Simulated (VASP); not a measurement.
A run of VASP 6.6.1 is set up as follows.

POSCAR

```
Al2Ru
1.0
    3.0593840995      0.0000000000      0.0000000000
    0.0000000000      3.0593840995      0.0000000000
    0.0000000000      0.0000000000      8.5909236075
Al Ru
4 2
Direct
    0.5000000000      0.5000000000      0.1576521512
    0.0000000000      0.0000000000      0.3423478488
    0.0000000000      0.0000000000      0.6576521512
    0.5000000000      0.5000000000      0.8423478488
    0.0000000000      0.0000000000      0.0000000000
    0.5000000000      0.5000000000      0.5000000000
```

The input INCAR.step1:

```
ALGO = Normal ; EDIFF = 1E-4
ENCUT = 520 ; GGA = PE
ISMEAR = 0 ; LASPH = True
LCHARG = False ; LREAL = False
LWAVE = True ; NBANDS = 29
NELM = 100 ; PREC = Accurate
SIGMA = 0.1
```

Contents of INCAR.step2:

```
ALGO = Normal ; EDIFF = 1E-7
ENCUT = 520 ; ISIF = 2
ISMEAR = 0 ; ISTART = 1
LASPH = True ; LCHARG = True
LELF = True ; LMIXTAU = True
LREAL = False ; LVHAR = True
LWAVE = False ; METAGGA = R2SCAN
NBANDS = 29 ; NELM = 100
PREC = Accurate ; SIGMA = 0.1
```

Contents of KPOINTS:

```
k-points
0
Gamma
  12 12 4
```

Potentials or basis: VASP PAW PBE potentials, release 64 (Al, Ru_pv).

Launch:

```bash
$ cat potpaw_PBE.64/Al/POTCAR potpaw_PBE.64/Ru_pv/POTCAR > POTCAR
$ cp INCAR.step1 INCAR
$ mpirun -np 1 vasp_std > vasp.out
$ cp INCAR.step2 INCAR
$ mpirun -np 1 vasp_std > vasp.out
```

Task: Predict the largest force.

Result: 0.016 eV/Å.

Task: Predict the pressure.

Result: 4.8 GPa.

Stress tensor (GPa, compression positive):
```
 7.33  0.00  0.00
 0.00  7.33  0.00
 0.00  0.00 -0.15
```

Caveat: the cell stands under pressure; the PAW data sets were made with another functional, which shifts forces and pressure a little.
